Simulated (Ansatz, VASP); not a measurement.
**One calculation of I, two programs**

Contents of INCAR:

```
AGGAC    = 1.0          
AGGAX    = 1.0          
ALDAC    = 0.0          
ALDAX    = 1.0          
ALGO     = Normal         # electronic algorithm
EDIFF    = 1E-7           # SCF threshold, eV
ENCUT    = 520            # plane-wave cutoff, eV
GGA      = B5             # functional
ISIF     = 2              # what is computed and relaxed
ISMEAR   = -1             # smearing method
LASPH    = T              # aspherical terms in the spheres
LCHARG   = T              # write CHGCAR
LELF     = T              # ELF
LREAL    = F              # projectors in reciprocal space
LVHAR    = T            
LWAVE    = F              # write WAVECAR
NBANDS   = 14             # bands
NELM     = 100            # most SCF steps
PREC     = Accurate       # precision mode
SIGMA    = 0.01           # smearing width, eV
```

File KPOINTS:

```
k-points
0
Gamma
  1 1 1
```

POSCAR

```
I
1.0
   12.0000000000      0.0000000000      0.0000000000
    0.0000000000     12.3000000000      0.0000000000
    0.0000000000      0.0000000000     12.6000000000
I
2
Direct
    0.5000000000      0.5000000000      0.3916964475
    0.5000000000      0.5000000000      0.6083035525
```

Input for Ansatz:

```yaml
crystal:
  lattice:
    - [12.0, 0.0, 0.0]
    - [0.0, 12.3, 0.0]
    - [0.0, 0.0, 12.6]
  atoms:
    - { symbol: I, position: [0.5, 0.5, 0.3916964475] }
    - { symbol: I, position: [0.5, 0.5, 0.6083035525] }
hamiltonian:
  xc: blyp
  pseudopotentials:
    kind: paw
    azcp:
      I: "pseudopotentials/I.paw.azcp"
basis:
  ecutwfc: 420
  fft_grid_basis: typed
kpoints:
  mp_grid: { grid: [1, 1, 1], shift: [0, 0, 0] }
magnetization:
  spin_polarized: false
scf:
  occupations: { method: fermi_dirac, width: 0.01 }
output:
  write_density: true
  write_potential: true
  elf: true
  volumetric_format: npy
```

Alike in both runs: task single point; functional BLYP; k mesh 1 × 1 × 1; occupations fermi-dirac, width 0.01 eV; no spin polarisation.

|  | VASP | Ansatz |
| --- | --- | --- |
| version | VASP 6.6.1 | Ansatz 0.2.0 |
| potentials or method | VASP PAW PBE potentials, release 64 (I), cutoff 520 eV | plane waves (420 eV) with PAW, scalar-relativistic |
| valence electrons in the cell | 14 | 34 |

|  | VASP | Ansatz | Ansatz less VASP |
| --- | --- | --- | --- |
| gap on the k mesh at the Fermi level (eV) | 1.63 | 1.62 | -0.006 |

VASP's potentials were made for PBE, not for BLYP. VASP's potentials hold 14 valence electrons a cell and Ansatz's 34, so a difference there can come from the potentials and not from the codes. Ansatz's warnings: xc potential rough in thin density.

Neither program's run includes spin-orbit coupling.
